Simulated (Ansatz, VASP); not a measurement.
**TiN: VASP beside Ansatz**

Contents of INCAR:

```
SYSTEM = TiN
ALGO = Normal ; EDIFF = 1E-7
ENCUT = 520 ; GGA = PE
ISIF = 2 ; ISMEAR = -1
LASPH = .True. ; LCHARG = .True.
LELF = .True. ; LREAL = .False.
LVHAR = .True. ; LWAVE = .False.
NBANDS = 16 ; NELM = 60
PREC = Accurate ; SIGMA = 0.05
```

The input KPOINTS:

```
k-points
0
Gamma
  13 13 13
  0 0 0
```

POSCAR

```
TiN
1.0
    0.0000000000      2.1636184092      2.1636184092
    2.1636184092      0.0000000000      2.1636184092
    2.1636184092      2.1636184092      0.0000000000
Ti N
1 1
Direct
    0.0000000000      0.0000000000      0.0000000000
    0.5000000000      0.5000000000      0.5000000000
```

Input for Ansatz:

```yaml
crystal:
  lattice:
    - [0.0, 2.1636184092, 2.1636184092]
    - [2.1636184092, 0.0, 2.1636184092]
    - [2.1636184092, 2.1636184092, 0.0]
  atoms:
    - { symbol: Ti, position: [0.0, 0.0, 0.0] }
    - { symbol: "N", position: [0.5, 0.5, 0.5] }
kpoints:
  mp_grid: { grid: [13, 13, 13] }
  band_path:
    path:
      - [0.0, 0.0, 0.0]
      - [0.5, 0.0, 0.5]
      - [0.625, 0.25, 0.625]
      - [0.375, 0.375, 0.75]
      - [0.0, 0.0, 0.0]
      - [0.5, 0.5, 0.5]
      - [0.5, 0.25, 0.75]
      - [0.5, 0.0, 0.5]
    npoints: 5
scf:
  occupations: { method: fermi_dirac, width: 0.05 }
hamiltonian:
  xc: pbe
  pseudopotentials: { kind: all_electron, lapw: { basis_error: 0.0005 } }
output:
  forces: true
  stress: true
  eigenvalues: true
```

Change from the starting cell: volume scaled by 1.06.

Alike in both runs: task single point; functional PBE; k mesh 13 × 13 × 13; occupations fermi-dirac, width 0.05 eV; no spin polarisation.

```csv
,VASP,Ansatz
version,VASP 6.6.1,Ansatz 0.2.0
potentials or method,"VASP PAW PBE potentials, release 64 (Ti_sv, N), cutoff 520 eV","all-electron LAPW, scalar-relativistic"
```

```csv
,VASP,Ansatz,Ansatz less VASP
pressure (GPa),-13.4,-13.8,-0.42
```

Ansatz ran all-electron here, and VASP with PAW potentials.
